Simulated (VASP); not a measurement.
Write the native input for VASP 6.6.1 that does the following.

```
Task                   : relaxation of the atoms
Functional             : PBE
Dispersion             : D3(BJ)
Potentials or basis    : VASP PAW PBE potentials, release 64 (Si)
Cutoff                 : 520 eV
k mesh                 : 2 × 2 × 2
Occupations            : gaussian, width 0.02 eV
Spin                   : no spin polarisation
Dipole correction      : no
Further INCAR settings : LREAL = Auto; ALGO = Normal; EDIFF = 1e-06; IBRION = 2; EDIFFG = -0.03; NSW = 80
```

The structure of Si (a cell with a defect) lies in POSCAR:

```
Si
1.0
    0.0000000000      5.4300000000      5.4300000000
    5.4300000000      0.0000000000      5.4300000000
    5.4300000000      5.4300000000      0.0000000000
Si
17
Direct
    0.0000000000      0.0000000000      0.0000000000
    0.1250000000      0.1250000000      0.1250000000
    0.0000000000      0.0000000000      0.5000000000
    0.1250000000      0.1250000000      0.6250000000
    0.0000000000      0.5000000000      0.0000000000
    0.1250000000      0.6250000000      0.1250000000
    0.0000000000      0.5000000000      0.5000000000
    0.1250000000      0.6250000000      0.6250000000
    0.5000000000      0.0000000000      0.0000000000
    0.6250000000      0.1250000000      0.1250000000
    0.5000000000      0.0000000000      0.5000000000
    0.6250000000      0.1250000000      0.6250000000
    0.5000000000      0.5000000000      0.0000000000
    0.6250000000      0.6250000000      0.1250000000
    0.5000000000      0.5000000000      0.5000000000
    0.6250000000      0.6250000000      0.6250000000
    0.2468398100      0.2547471800      0.2495982400
```

The input as run:

INCAR

```
PREC = Accurate ; ENCUT = 520
EDIFF = 1E-6 ; ISMEAR = 0
SIGMA = 0.02 ; LREAL = Auto
LASPH = T ; NELM = 60
ALGO = Normal ; ISIF = 2
LWAVE = F ; LCHARG = F
GGA = PE ; IVDW = 12
IBRION = 2 ; NSW = 80
EDIFFG = -0.03
```

KPOINTS

```
Automatic mesh
0
Gamma
  2 2 2
```

Potentials or basis: VASP PAW PBE potentials, release 64 (Si).

Run with:

```console
$ cat potpaw_PBE.64/Si/POTCAR > POTCAR
$ mpirun -np 1 vasp_std > vasp.out
```

Results of the run:

The energy gained by relaxing is 7.2 meV/atom. The ionic steps are 6 and the pressure after relaxing is 2.4 GPa. The largest force after relaxing is 0.018 eV/Å. The band gap on the k mesh is zero (bands 34 and 35 overlap by 0.25 eV) and the dispersion energy per atom is -0.332 eV.

Caveat: the k points lie up to 0.50 Å⁻¹ apart.

Run time: 12 min on 1 thread of Oxide Virtual Turin-like Processor, on a shared host, peak memory 0.5 GiB.
